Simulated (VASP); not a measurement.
Crystal: HfAs3.

```
CELL_PARAMETERS angstrom
-2.45901 2.45901 2.45901
2.45901 -2.45901 2.45901
2.45901 2.45901 -2.45901
ATOMIC_POSITIONS crystal
Hf 0.00000 0.00000 0.00000
As 0.00000 0.50000 0.50000
As 0.50000 0.00000 0.50000
As 0.50000 0.50000 0.00000
```

```yaml
Program: VASP 6.6.1
Task: relaxation of cell and atoms
Functional: PBE
Potentials_or_basis: VASP PAW PBE potentials, release 64 (Hf_pv, As)
Cutoff: 600 eV
k_mesh: 6 × 6 × 6
Occupations: gaussian, width 0.1 eV
Spin: no spin polarisation
```

At the start: pressure 71.6 GPa; volume 14.87 Å³/atom.

**Question.** How do energy, volume and symmetry change on relaxing?

**Answer.** Over 5 steps the energy falls by 1054.5 meV/atom and the volume is 21.30 Å³/atom (+43.3 %); space group Im-3m (No. 229, to 0.05 Å).

Step by step:
| step | energy change (eV) | largest force (eV/Å) | pressure (GPa) | volume (Å³) |
| --- | --- | --- | --- | --- |
| 1 | 0.0000 | 0.0000 | 71.61 | 59.48 |
| 2 | -0.2783 | 0.0000 | -15.71 | 136.98 |
| 3 | -4.1959 | 0.0000 | -2.66 | 87.84 |
| 4 | -4.2151 | 0.0000 | -1.02 | 86.18 |
| 5 | -4.2182 | 0.0000 | 0.02 | 85.20 |

Final structure:
```
Hf As
1.0
    -2.77204    2.77204    2.77204
     2.77204   -2.77204    2.77204
     2.77204    2.77204   -2.77204
Hf As
1 3
Cartesian
  0.0000 0.0000 0.0000
  2.7720 0.0000 0.0000
  0.0000 2.7720 0.0000
  0.0000 0.0000 2.7720
```

Caveat: the volume moved by over 15 % at a fixed basis, so the end points are rough.
